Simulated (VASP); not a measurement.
Here is a VASP 6.6.1 calculation.

File INCAR:

```
SYSTEM = CdS
  ALGO = Normal
  EDIFF = 1E-6
  EDIFFG = -0.02
  ENCUT = 600
  GGA = PS
  IBRION = 2
  ISIF = 3
  ISMEAR = -1
  LASPH = .TRUE.
  LCHARG = .FALSE.
  LREAL = .FALSE.
  LWAVE = .FALSE.
  NELM = 80
  NSW = 80
  PREC = Accurate
  PSTRESS = 300.0
  SIGMA = 0.05
```

File KPOINTS:

```
k-points
0
G
  7 7 4
  0 0 0
```

POSCAR

```
CdS
1.0
    4.1500000000      0.0000000000      0.0000000000
   -2.0750000000      3.5940054257      0.0000000000
    0.0000000000      0.0000000000      6.7370000000
Cd S
2 2
Direct
    0.6666666667      0.3333333333      0.5000000000
    0.3333333333      0.6666666667      0.0000000000
    0.6666666667      0.3333333333      0.8750000000
    0.3333333333      0.6666666667      0.3750000000
```

Potentials or basis: VASP PAW PBE potentials, release 64 (Cd, S).

Command:

```sh
$ cat potpaw_PBE.64/Cd/POTCAR potpaw_PBE.64/S/POTCAR > POTCAR
$ mpirun -np 1 vasp_std > vasp.out
```

**Question.** Estimate the band gap on the k mesh.

**Answer.** 0.92 eV, direct.

**Question.** Predict the space group after relaxing (to 0.05 Å).

**Answer.** P6_3mc (No. 186).

**Question.** Estimate the relaxed cell.

**Answer.** a = 3.563 Å, b = 3.563 Å, c = 6.776 Å, α = 90.00°, β = 90.00°, γ = 120.00°.

Final structure:
```
Cd S
1.0
     3.56326    0.00000    0.00000
    -1.78163    3.08587    0.00000
     0.00000    0.00000    6.77611
Cd S
2 2
Direct
  0.66667 0.33333 0.52000
  0.33333 0.66667 0.02000
  0.66667 0.33333 0.85500
  0.33333 0.66667 0.35500
```

Caveat: the cell is relaxed towards a set pressure, so the enthalpy falls and the energy may rise. Expect the measured gap to be larger: semilocal functionals such as PBEsol lack the derivative discontinuity.
